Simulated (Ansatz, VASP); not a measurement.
**Two plane-wave programs on P**

The input INCAR:

```
SYSTEM = P
PREC = Accurate
ENCUT = 600
EDIFF = 1E-6
ISMEAR = 0
SIGMA = 0.1
LREAL = .FALSE.
LASPH = .TRUE.
NELM = 80
ALGO = Normal
ISIF = 3
LWAVE = .FALSE.
LCHARG = .FALSE.
GGA = PE
IBRION = 2
NSW = 90
EDIFFG = -0.04
```

Contents of KPOINTS:

```
Automatic mesh
0
G
  6 6 2
  0 0 0
```

File POSCAR:

```
P
1.0
    2.9859515000      0.0000000000      0.0000000000
   -1.4929757500      2.5859098600      0.0000000000
    0.0000000000      0.0000000000     14.7861985100
P
6
Direct
    0.9921810300      0.6802400100      0.9164750000
    0.3197599900      0.3119410300      0.2498083300
    0.6880589700      0.0078189700      0.5831416600
    0.0078189700      0.6880589700      0.4168583400
    0.6802400100      0.9921810300      0.0835250000
    0.3119410300      0.3197599900      0.7501916700
```

Input for Ansatz:

```yaml
crystal:
  lattice:
    - [2.9859515, 0.0, 0.0]
    - [-1.49297575, 2.58590986, 0.0]
    - [0.0, 0.0, 14.78619851]
  atoms:
    - { symbol: P, position: [0.99218103, 0.68024001, 0.916475] }
    - { symbol: P, position: [0.31975999, 0.31194103, 0.24980833] }
    - { symbol: P, position: [0.68805897, 0.00781897, 0.58314166] }
    - { symbol: P, position: [0.00781897, 0.68805897, 0.41685834] }
    - { symbol: P, position: [0.68024001, 0.99218103, 0.083525] }
    - { symbol: P, position: [0.31194103, 0.31975999, 0.75019167] }
basis:
  ecutwfc: 420
kpoints:
  mp_grid: { grid: [6, 6, 2] }
hamiltonian:
  xc: pbe
scf:
  occupations: { method: gaussian, width: 0.1 }
  lower_state_search: "off"
output:
  forces: true
  stress: true
  eigenvalues: true
relax:
  adjacent_minimum: "off"
  f_tol: 0.04
  max_steps: 70
  cell: { stress_tol: 0.4 }
```

Alike in both runs: task relaxation of cell and atoms; functional PBE; k mesh 6 × 6 × 2; occupations gaussian, width 0.1 eV; no spin polarisation.

|  | VASP | Ansatz |
| --- | --- | --- |
| version | VASP 6.6.1 | Ansatz 0.2.0 |
| potentials or method | VASP PAW PBE potentials, release 64 (P), cutoff 600 eV | scalar-relativistic, plane waves, PAW |
| valence electrons in the cell | 30 | 30 |

VASP gave:

* gap on the k mesh at the Fermi level, each at its own relaxed structure (eV): none
* relaxed volume (Å³/atom): 14.26
* relaxed cell length with the largest relative difference (Å): 14.677

Question: Estimate Ansatz's values.

Answer: gap on the k mesh at the Fermi level, each at its own relaxed structure (eV): none; relaxed volume (Å³/atom): 14.52; relaxed cell length with the largest relative difference (Å): 14.810.

A gap of «none» marks a metal or a gap that the smearing closes.

The k mesh is coarse, so the values compare programs but aren't converged. Noted on VASP's run: the volume moved by over 15 % at a fixed basis, so the end points are rough; too few bands were computed for a metal, which touches its energy and stress.
